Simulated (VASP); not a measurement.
Here is a VASP 6.6.1 calculation.

File INCAR:

```
SYSTEM = YAl3
ALGO = Normal
EDIFF = 1E-8
ENCUT = 600
GGA = CA
IBRION = 6
ISIF = 3
ISMEAR = -1
LASPH = .True.
LCHARG = .True.
LREAL = .False.
LWAVE = .False.
NELM = 100
NFREE = 2
NSW = 1
POTIM = 0.015
PREC = Accurate
SIGMA = 0.1
```

KPOINTS

```
k-points
0
Gamma
  8 8 8
  0 0 0
```

POSCAR

```
YAl3
1.0
    4.1865412045      0.0000000000      0.0000000000
    0.0000000000      4.1865412045      0.0000000000
    0.0000000000      0.0000000000      4.1865412045
Y Al
1 3
Direct
    0.0000000000      0.0000000000      0.0000000000
    0.0000000000      0.5000000000      0.5000000000
    0.5000000000      0.5000000000      0.0000000000
    0.5000000000      0.0000000000      0.5000000000
```

Potentials or basis: VASP PAW LDA potentials, release 64 (Y_sv, Al).

Run with:

```bash
$ cat potpaw_LDA.64/Y_sv/POTCAR potpaw_LDA.64/Al/POTCAR > POTCAR
$ mpirun -np 1 vasp_std > vasp.out
```

**Question.** Predict the elastic constants C11, C12, C44.

**Answer.** 171, 41, 65 GPa.

**Question.** Estimate the Voigt bulk modulus.

**Answer.** 85 GPa.

**Question.** Estimate the highest phonon frequency at Γ, LO-TO splitting left out.

**Answer.** 301 cm⁻¹.

Elastic tensor in Voigt notation (GPa, in the Cartesian axes of the cell as first typed):
```
171  41  41   0   0   0
 41 171  41   0   0   0
 41  41 171   0   0   0
  0   0   0  65   0   0
  0   0   0   0  65   0
  0   0   0   0   0  65
```
